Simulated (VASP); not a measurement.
# Be2CdS (P-6m2) in VASP: a series of runs

The runs below take Be2CdS through single point, relaxation of cell and atoms, with PBE.

Everything below comes from runs of VASP 6.6.1. Logs are shortened: lines on timing, memory, paths and dates and some standing lists are left out, and cuts for length are marked.

### Step 1. The cell of the first run

Symmetry: P-6m2, No. 187, hexagonal system. Conventional cell: a = 3.156 Å, b = 3.156 Å, c = 6.697 Å, α = 90.00°, β = 90.00°, γ = 120.00°. Within 2.9 Å of Be (site symmetry 3m) lie 3 S at 2.19 Å and 1 Be at 2.45 Å and 3 Cd at 2.80 Å. Cd (site symmetry -6m2) has 6 Be at 2.80 Å and 6 Cd at 3.16 Å within 3.7 Å. Within 2.9 Å of S (site symmetry -6m2) lie 6 Be at 2.19 Å.

### Step 2. Single point, PBE

INCAR

```
  PREC = Accurate
  ENCUT = 520
  EDIFF = 1E-7
  ISMEAR = 0
  SIGMA = 0.1
  LREAL = False
  LASPH = True
  NELM = 80
  ALGO = Normal
  ISIF = 2
  LWAVE = False
  LCHARG = False
  GGA = PE
  NBANDS = 19
```

KPOINTS

```
regular mesh
0
Gamma
  6 6 4
```

POSCAR

```
Be2CdS
1.0
    3.1557923327     -0.0000000025      0.0000000000
   -1.5778961641      2.7329963304      0.0000000000
    0.0000000000      0.0000000000      6.6972867133
Be Cd S
2 1 1
Direct
    0.6666666667      0.3333333333      0.8173161263
    0.6666666667      0.3333333333      0.1826838737
    0.3333333333      0.6666666667      0.5000000000
    0.0000000000      0.0000000000      0.0000000000
```

Potentials or basis: VASP PAW PBE potentials, release 64 (Be, Cd, S).

The run is started by

```
> cat potpaw_PBE.64/Be/POTCAR potpaw_PBE.64/Cd/POTCAR potpaw_PBE.64/S/POTCAR > POTCAR
> mpirun -np 1 vasp_std > vasp.out
```

OUTCAR:

```text
PREC = Accurate
   ENCUT = 520
   EDIFF = 1E-7
   ISMEAR = 0
   LREAL = False
   LASPH = True
   NELM = 80
   ISIF = 2
   GGA = PE

 ion  position               nearest neighbor table
   1  0.667  0.333  0.817-   4 2.19   4 2.19   4 2.19   3 2.80   3 2.80   3 2.80
   2  0.667  0.333  0.183-   4 2.19   4 2.19   4 2.19   3 2.80   3 2.80   3 2.80
   3  0.333  0.667  0.500-   1 2.80   2 2.80   1 2.80   2 2.80   1 2.80   2 2.80
   4  0.000  0.000  0.000-   1 2.19   2 2.19   1 2.19   2 2.19   1 2.19   2 2.19

  LATTYP: Found a hexagonal cell.
 ALAT       =     3.1557923327
 C/A-ratio  =     2.1222203514

  Lattice vectors:

 A1 = (   3.1557923327,  -0.0000000025,   0.0000000000)
 A2 = (  -1.5778961641,   2.7329963304,   0.0000000000)
 A3 = (   0.0000000000,   0.0000000000,   6.6972867133)

Analysis of symmetry for initial positions (statically):
=====================================================================
 Subroutine PRICEL returns:
 Original cell was already a primitive cell.

 Routine SETGRP: Setting up the symmetry group for a
 hexagonal supercell.

 Subroutine GETGRP returns: Found 12 space group operations
 (whereof 12 operations were pure point group operations)
 out of a pool of 24 trial point group operations.

The static configuration has the point symmetry D_3h.

Analysis of symmetry for dynamics (positions and initial velocities):
=====================================================================
 Subroutine PRICEL returns:
 Original cell was already a primitive cell.

 Routine SETGRP: Setting up the symmetry group for a
 hexagonal supercell.

 Subroutine GETGRP returns: Found 12 space group operations
 (whereof 12 operations were pure point group operations)
 out of a pool of 24 trial point group operations.

The dynamic configuration has the point symmetry D_3h.

 Subroutine INISYM returns: Found 12 space group operations
 (whereof 12 operations are pure point group operations),
 and found     1 'primitive' translations

----------------------------------------------------------------------------------------

                                     Primitive cell

  volume of cell :      57.7625

  direct lattice vectors                    reciprocal lattice vectors
     3.155792333 -0.000000003  0.000000000     0.316877632  0.182949386  0.000000000
    -1.577896164  2.732996330  0.000000000     0.000000000  0.365898772  0.000000000
     0.000000000  0.000000000  6.697286713     0.000000000  0.000000000  0.149314199

  length of vectors
     3.155792333  3.155792333  6.697286713     0.365898772  0.365898772  0.149314199

  position of ions in fractional coordinates (direct lattice)
     0.666666667  0.333333333  0.817316126
     0.666666667  0.333333333  0.182683874
     0.333333333  0.666666667  0.500000000
     0.000000000  0.000000000  0.000000000

  ion indices of the primitive-cell ions
   primitive index   ion index
                 1           1
                 2           2
                 3           3
                 4           4

----------------------------------------------------------------------------------------

 KPOINTS: regular mesh

Automatic generation of k-mesh.
 Grid dimensions read from file:
 generate k-points for:    6    6    4

 Generating k-lattice:

  Cartesian coordinates                     Fractional coordinates (reciprocal lattice)
     0.052812939  0.030491564  0.000000000     0.166666667  0.000000000  0.000000000
     0.000000000  0.060983129  0.000000000     0.000000000  0.166666667  0.000000000
     0.000000000  0.000000000  0.037328550     0.000000000  0.000000000  0.250000000

  Length of vectors
     0.060983129  0.060983129  0.037328550

  Shift w.r.t. Gamma in fractional coordinates (k-lattice)
     0.000000000  0.000000000  0.000000000

 Subroutine IBZKPT returns following result:
 ===========================================

 Found     21 irreducible k-points:

 Following reciprocal coordinates:
            Coordinates               Weight
  0.000000  0.000000  0.000000      1.000000
  0.166667 -0.000000  0.000000      6.000000
  0.333333  0.000000  0.000000      6.000000
  0.500000 -0.000000  0.000000      3.000000
  0.166667  0.166667  0.000000      6.000000
  0.333333  0.166667  0.000000     12.000000
[... 13 lines left out ...]
  0.333333  0.166667  0.500000     12.000000
  0.333333  0.333333  0.500000      2.000000
   k-points           NKPTS =     21   k-points in BZ     NKDIM =     21   number of bands    NBANDS=     19
   number of dos      NEDOS =    301   number of ions     NIONS =      4
   total plane-waves  NPLWV =  28800
   dimension x,y,z NGX =    24 NGY =   24 NGZ =   50
   dimension x,y,z NGXF=    48 NGYF=   48 NGZF=  100
   ions per type =               2   1   1
   NGX,Y,Z   is equivalent  to a cutoff of  12.64, 12.64, 12.41 a.u.
   NGXF,Y,Z  is equivalent  to a cutoff of  25.29, 25.29, 24.82 a.u.
 SYSTEM =  unknown system
   PREC   = accura    normal or accurate (medium, high low for compatibility)
   ISTART =      0    job   : 0-new  1-cont  2-samecut
   ICHARG =      2    charge: 1-file 2-atom 10-const
   ISPIN  =      1    spin polarized calculation?
   LNONCOLLINEAR =      F non collinear calculations
   LSORBIT =      F    spin-orbit coupling
   LASPH  =      T    aspherical Exc in radial PAW
   ENCUT  =  520.0 eV  38.22 Ry    6.18 a.u.   5.87  5.87 12.45*2*pi/ulx,y,z
   NELM   =     80;   NELMIN=  2; NELMDL= -5     # of ELM steps
   EDIFF  = 0.1E-06   stopping-criterion for ELM
   LREAL  =      F    real-space projection
   EDIFFG = 0.1E-05   stopping-criterion for IOM
   NSW    =      0    number of steps for IOM
   IBRION =     -1    ionic relax: 0-MD 1-quasi-New 2-CG
   NFREE  =      0    steps in history (QN), initial steepest desc. (CG)
   ISIF   =      2    stress and relaxation
   ISYM   =      2    0-nonsym 1-usesym 2-fastsym
   POTIM  = 0.5000    time-step for ionic-motion
   TEBEG  =    0.0;   TEEND  =   0.0 temperature during run
   PSTRESS=    0.0 pullay stress
   NELECT =      22.0000    total number of electrons
   NUPDOWN=      -1.0000    fix difference up-down
   EMIN   =  10.00;   EMAX   =-10.00  energy-range for DOS
   EFERMI =   0.00;   METHOD = LEGACY
   ISMEAR =     0;   SIGMA  =   0.10  broadening in eV -4-tet -1-fermi 0-gaus
   EFERMI_NEDOS =   21; number of points for ismear=-14 and -15
   IALGO  =     38    algorithm
   IMIX   =      4    mixing-type and parameters
     AMIX     =   0.40;   BMIX     =  1.00
     AMIX_MAG =   1.60;   BMIX_MAG =  1.00
  volume/ion in A,a.u.               =      14.44        97.45
  Fermi-wavevector in a.u.,A,eV,Ry     =   1.186680  2.242500 19.159851  1.408209
  Thomas-Fermi vector in A             =   2.322847
   LORBIT       =      0    0 simple, 1 ext, 2 COOP (PROOUT), +10 PAW based schemes
   GGA     = PE    functional components
   LHFCALC =     F    Hartree Fock is set to
   AEXX    =    0.0000 exact exchange contribution
   IVDW    =     0    specifies the selected vdW correction
   LEPSILON=     F    determine dielectric tensor
   LRPA    =     F    only Hartree local field effects (RPA)
 non-spin polarized calculation
 Gauss-broadening in eV      SIGMA  =   0.10
  energy-cutoff  :      520.00
  volume of cell :       57.76
 maximum number of plane-waves:      1572
 NGX is ok and might be reduce to    24
   NGX = 11   NGY = 11   NGZ = 25

 number of electron      21.9999990 magnetization

 Free energy of the ion-electron system (eV)
  ---------------------------------------------------
  ext. energy  EPLUGINS =         0.00000000
  ---------------------------------------------------
  free energy    TOTEN  =       -12.17619359 eV

  energy without entropy =      -12.17113786  energy(sigma->0) =      -12.17366572

 E-fermi :   5.2316     XC(G=0): -10.5238

 val. band max:        5.1928770196   @ k =   0.3333   0.1667   0.5000
 cond. band min:       5.3275774550   @ k =   0.1667   0.1667   0.0000
 fundamental gap:      0.1347004354
 Fermi energy:         5.2315951557

 k-point     1 :       0.0000    0.0000    0.0000
  band No.  band energies     occupation
      1     -11.1036      2.00000
      2      -3.8772      2.00000
      3      -3.5935      2.00000
      4      -3.5935      2.00000
      5      -3.1598      2.00000
      6      -3.1598      2.00000
[... 11 lines left out ...]
     18      15.9412      0.00000
     19      16.6352      0.00000

 k-point     2 :       0.1667   -0.0000    0.0000
  band No.  band energies     occupation
      1     -10.7183      2.00000
      2      -3.7823      2.00000
      3      -3.5963      2.00000
      4      -3.4291      2.00000
      5      -3.4224      2.00000
      6      -3.1921      2.00000
[... 11 lines left out ...]
     18      13.4132      0.00000
     19      14.3311      0.00000

 k-point     3 :       0.3333    0.0000    0.0000
  band No.  band energies     occupation
      1      -9.7099      2.00000
      2      -3.9633      2.00000
      3      -3.7491      2.00000
      4      -3.3743      2.00000
      5      -3.2564      2.00000
      6      -3.0591      2.00000
[... 11 lines left out ...]
     18      12.7955      0.00000
     19      14.6991      0.00000

 k-point     4 :       0.5000   -0.0000    0.0000
  band No.  band energies     occupation
      1      -8.9524      2.00000
      2      -4.0725      2.00000
      3      -3.8747      2.00000
      4      -3.7433      2.00000
      5      -3.2883      2.00000
      6      -3.0104      2.00000
[... 341 lines left out ...]
     18      12.7736      0.00000
     19      13.2045      0.00000

 k-point    20 :       0.3333    0.1667    0.5000
  band No.  band energies     occupation
      1      -9.0025      2.00000
      2      -3.8471      2.00000
      3      -3.7423      2.00000
      4      -3.3991      2.00000
      5      -3.3291      2.00000
      6      -3.0911      2.00000
[... 11 lines left out ...]
     18      11.9112      0.00000
     19      14.1671      0.00000

 k-point    21 :       0.3333    0.3333    0.5000
  band No.  band energies     occupation
      1      -8.5794      2.00000
      2      -3.6797      2.00000
      3      -3.5541      2.00000
      4      -3.4919      2.00000
      5      -3.4238      2.00000
      6      -3.2806      2.00000
[... 11 lines left out ...]
     18      13.1730      0.00000
     19      14.7873      0.00000

------------------------ aborting loop because EDIFF is reached ----------------------------------------

  FORCE on cell =-STRESS in cart. coord.  units (eV):
  Direction    XX          YY          ZZ          XY          YZ          ZX
  --------------------------------------------------------------------------------------
  -------------------------------------------------------------------------------------
  Total        0.0630166      0.0630166      0.1202368      0.0000000      0.0000000      0.0000000
  in kB        1.7479115      1.7479115      3.3350458      0.0000000      0.0000000      0.0000000
  external PRESSURE =       2.2769563 kB  Pullay stress =       0.0000000 kB

 VOLUME and BASIS-vectors are now :
 -----------------------------------------------------------------------------
  energy-cutoff  :      520.00
  volume of cell :       57.76
      direct lattice vectors                 reciprocal lattice vectors
     3.155792333 -0.000000003  0.000000000     0.316877632  0.182949386  0.000000000
    -1.577896164  2.732996330  0.000000000     0.000000000  0.365898772  0.000000000
     0.000000000  0.000000000  6.697286713     0.000000000  0.000000000  0.149314199

 POSITION                                       TOTAL-FORCE (eV/Angst)
 -----------------------------------------------------------------------------------
      1.57790      0.91100      5.47380        -0.000000     -0.000000     -0.004491
      1.57790      0.91100      1.22349        -0.000000      0.000000      0.004491
      0.00000      1.82200      3.34864         0.000000     -0.000000      0.000000
      0.00000      0.00000      0.00000        -0.000000     -0.000000      0.000000
 -----------------------------------------------------------------------------------
    total drift:                               -0.000000      0.000000     -0.000000

  FREE ENERGIE OF THE ION-ELECTRON SYSTEM (eV)
  ---------------------------------------------------
  free  energy   TOTEN  =       -12.1761935856 eV

  energy  without entropy=      -12.1711378629  energy(sigma->0) =      -12.17366572
```

It took 16 s on 1 thread of Intel Xeon Platinum 8488C (Sapphire Rapids), shared host; peak memory 0.18 GiB.

Results:

```
Free energy            : -12.1762 eV
Pressure               : 0.2 GPa
Largest force          : 0.004 eV/Å
Band gap on the k mesh : zero (band 11 reaches 5.33 eV, above the bottom of band 12 at 4.10 eV)
```

Forces on the atoms (eV/Å):
```
Be   0.000  0.000 -0.004
Be   0.000  0.000  0.004
Cd   0.000  0.000  0.000
S    0.000  0.000  0.000
```

Stress tensor (GPa, compression positive):
```
0.17 0.00 0.00
0.00 0.17 0.00
0.00 0.00 0.33
```

Caveat: the k points lie up to 0.38 Å⁻¹ apart.

### Step 3. Relaxation of cell and atoms, PBE

This run uses another cell than the first one, of 15.29 Å³/atom, 1.059 times its volume.

INCAR

```
PREC     = Accurate       # precision mode
ENCUT    = 600            # plane-wave cutoff, eV
EDIFF    = 1E-6           # SCF threshold, eV
ISMEAR   = 0              # smearing method
SIGMA    = 0.1            # smearing width, eV
LREAL    = F              # projectors in reciprocal space
LASPH    = T              # aspherical terms in the spheres
NELM     = 100            # most SCF steps
ALGO     = Normal         # electronic algorithm
ISIF     = 3              # what is computed and relaxed
LWAVE    = F              # write WAVECAR
LCHARG   = F              # write CHGCAR
GGA      = PE             # functional
IBRION   = 2              # ionic algorithm
NSW      = 90             # ionic steps
EDIFFG   = -0.04          # ionic threshold
```

KPOINTS

```
Automatic mesh
0
Gamma
  6 6 4
```

POSCAR

```
Be2CdS
1.0
    3.6171470500      0.0000000000      0.0000000000
   -1.8085735200      3.1325412300      0.0000000000
    0.0000000000      0.0000000000      5.3971396500
Be Cd S
2 1 1
Direct
    0.6666666700      0.3333333300      0.7352612600
    0.6666666700      0.3333333300      0.2647387400
    0.3333333300      0.6666666700      0.5000000000
    0.0000000000      0.0000000000      0.0000000000
```

Potentials or basis: VASP PAW PBE potentials, release 64 (Be, Cd, S).

The run is started by

```
> cat potpaw_PBE.64/Be/POTCAR potpaw_PBE.64/Cd/POTCAR potpaw_PBE.64/S/POTCAR > POTCAR
> mpirun -np 1 vasp_std > vasp.out
```

Run time: 5.3 min. Hardware: 1 thread of Intel Xeon Platinum 8488C (Sapphire Rapids), shared host; peak memory 0.23 GiB.

Results (log left out):

| Property | Result |
| --- | --- |
| Free energy | -12.1744 eV |
| Relaxed volume | 14.50 Å³/atom |
| Relaxed cell | a = 3.161 Å, b = 3.161 Å, c = 6.702 Å, α = 90.00°, β = 90.00°, γ = 120.00° |
| Space group after relaxing (to 0.05 Å) | P-6m2 (No. 187) |
| Energy gained by relaxing | 307.2 meV/atom |
| Ionic steps | 25 |
| Pressure after relaxing | -0.2 GPa |
| Largest force after relaxing | 0.018 eV/Å |
| Band gap on the k mesh | zero (band 11 reaches 5.29 eV, above the bottom of band 12 at 4.06 eV) |

Forces on the atoms (eV/Å):
```
Be   0.000  0.000  0.018
Be   0.000  0.000 -0.018
Cd   0.000  0.000  0.000
S    0.000  0.000  0.000
```

Stress tensor (GPa, compression positive):
```
-0.23  0.00  0.00
 0.00 -0.23  0.00
 0.00  0.00 -0.07
```

The path:
| step | energy change (eV) | largest force (eV/Å) | pressure (GPa) | volume (Å³) |
| --- | --- | --- | --- | --- |
| 1 | 0.0000 | 1.1084 | -1.35 | 61.15 |
| 2 | -0.1136 | 0.7529 | -0.63 | 60.02 |
| 3 | -0.1810 | 0.3218 | 1.13 | 58.07 |
| 4 | -0.2524 | 0.2069 | -0.26 | 58.66 |
| 5 | -0.4623 | 0.3411 | -2.78 | 60.29 |
| 6 | -0.1135 | 3.4503 | -1.99 | 62.92 |
| 7 | -0.4523 | 1.0749 | -3.02 | 60.95 |
| 8 | -0.4717 | 1.1409 | -3.05 | 60.99 |
| 9 | -0.5316 | 1.3255 | -3.03 | 61.07 |
| 10 | -0.6619 | 1.5892 | -2.83 | 61.14 |
| 11 | -0.6469 | 2.5541 | -0.40 | 60.89 |
| 12 | -0.7007 | 2.1261 | -1.86 | 61.07 |
| 13 | -0.8186 | 1.8905 | -1.64 | 60.83 |
| 14 | -1.0220 | 1.4353 | 0.04 | 59.91 |
| 15 | -1.0339 | 1.2842 | 1.01 | 59.43 |
| 16 | -1.0362 | 1.3284 | 0.74 | 59.57 |
| 17 | -1.0868 | 1.1123 | -0.08 | 59.80 |
| 18 | -1.1772 | 0.5077 | -2.16 | 60.48 |
| 19 | -1.1285 | 0.4887 | -4.93 | 61.82 |
| 20 | -1.1913 | 0.1503 | -3.31 | 60.95 |
| 21 | -1.2206 | 0.0438 | -1.69 | 59.31 |
| 22 | -1.2284 | 0.0412 | -0.33 | 58.11 |
| 23 | -1.2285 | 0.0507 | -0.17 | 57.98 |
| 24 | -1.2285 | 0.0463 | -0.26 | 58.04 |
| 25 | -1.2287 | 0.0178 | -0.18 | 57.99 |

Final structure:
```xyz
4
Lattice="3.1610 0.0000 0.0000 -1.5805 2.7375 0.0000 0.0000 0.0000 6.7016" Properties=species:S:1:pos:R:3 pbc="T T T"
Be    1.5805    0.9125    5.4757
Be    1.5805    0.9125    1.2259
Cd    0.0000    1.8250    3.3508
S     0.0000    0.0000    0.0000
```

Levels at points of the mesh, in eV from the Fermi level:
| k point | band 8 | band 9 | band 10 | band 11 | band 12 | band 13 | band 14 | band 15 |
| --- | --- | --- | --- | --- | --- | --- | --- | --- |
| (0.00, 0.00, 0.00) | -7.26 | -1.93 | -1.93 | -0.72 | 3.47 | 3.94 | 4.74 | 4.74 |
| (0.50, 0.00, 0.00) | -5.37 | -3.85 | -2.32 | -1.40 | -1.13 | 2.40 | 4.08 | 4.35 |
| (0.00, 0.00, 0.50) | -4.70 | -3.54 | -1.94 | -1.94 | 3.86 | 4.81 | 4.81 | 6.40 |
| (0.50, 0.00, 0.50) | -5.63 | -3.82 | -2.74 | -0.55 | 0.41 | 2.06 | 2.63 | 3.23 |
